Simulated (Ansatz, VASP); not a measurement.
**CuO: VASP beside Ansatz**

INCAR

```
SYSTEM = CuO
PREC = Accurate
ENCUT = 820
EDIFF = 1E-6
ISMEAR = 0
SIGMA = 0.1
LREAL = .FALSE.
LASPH = .TRUE.
NELM = 120
ALGO = Normal
ISIF = 2
LWAVE = .FALSE.
LCHARG = .TRUE.
GGA = PS
LELF = .TRUE.
LVHAR = .TRUE.
NBANDS = 33
GGA_COMPAT = .FALSE.
```

Contents of KPOINTS:

```
regular mesh
0
G
  4 4 4
  0 0 0
```

POSCAR

```
CuO
1.0
    2.3404404522     -1.7107783127     -0.0229301573
    2.3197430003      1.6824555157     -0.0101368612
   -0.8908838133      0.0240860588      5.0786274137
Cu O
2 2
Direct
   -0.0082652229      0.4939545091     -0.0055067082
    0.4909130835     -0.0195801087      0.4987901057
    0.5733962104      0.3983939412      0.2576963426
    0.3918683292      0.5610426818      0.7397132466
```

Input for Ansatz:

```yaml
crystal:
  lattice:
    - [2.3404404522, -1.7107783127, -0.0229301573]
    - [2.3197430003, 1.6824555157, -0.0101368612]
    - [-0.8908838133, 0.0240860588, 5.0786274137]
  atoms:
    - { symbol: Cu, position: [-0.0082652229, 0.4939545091, -0.0055067082] }
    - { symbol: Cu, position: [0.4909130835, -0.0195801087, 0.4987901057] }
    - { symbol: O, position: [0.5733962104, 0.3983939412, 0.2576963426] }
    - { symbol: O, position: [0.3918683292, 0.5610426818, 0.7397132466] }
basis:
  ecutwfc: 420
kpoints:
  mp_grid: { grid: [4, 4, 4] }
hamiltonian:
  xc: pbesol
scf:
  occupations: { method: gaussian, width: 0.1 }
output:
  forces: true
  stress: true
  eigenvalues: true
```

Change from the starting cell: kmesh displaced: [4, 4, 4] Gamma-centred.

Alike in both runs: task single point; functional PBEsol; k mesh 4 × 4 × 4; occupations gaussian, width 0.1 eV; no spin polarisation.

|  | VASP | Ansatz |
| --- | --- | --- |
| version | VASP 6.6.1 | Ansatz 0.2.0 |
| potentials or method | VASP PAW PBE potentials, release 64 (Cu_sv_GW, O), cutoff 820 eV | scalar-relativistic, plane waves, PAW |
| valence electrons in the cell | 50 | 50 |

|  | VASP | Ansatz | Ansatz less VASP |
| --- | --- | --- | --- |
| gap on the k mesh at the Fermi level (eV) | none | none | - |
| pressure (GPa) | -1.9 | -1.5 | +0.49 |
| traceless stress, the component that is largest in VASP (GPa) | 2.55 | 2.59 | +0.040 |
| rms of the force components (eV/Å) | 0.338 | 0.336 | -0.0011 |

VASP's potentials were made for PBE, not for PBEsol. Atom by atom the forces differ by 0.005 eV/Å (rms over components). A gap of «none» marks a metal or a gap that the smearing closes. With one functional, cell and mesh, what is left measures potentials, basis and numerics.

The k mesh is coarse, so the values compare programs but aren't converged.
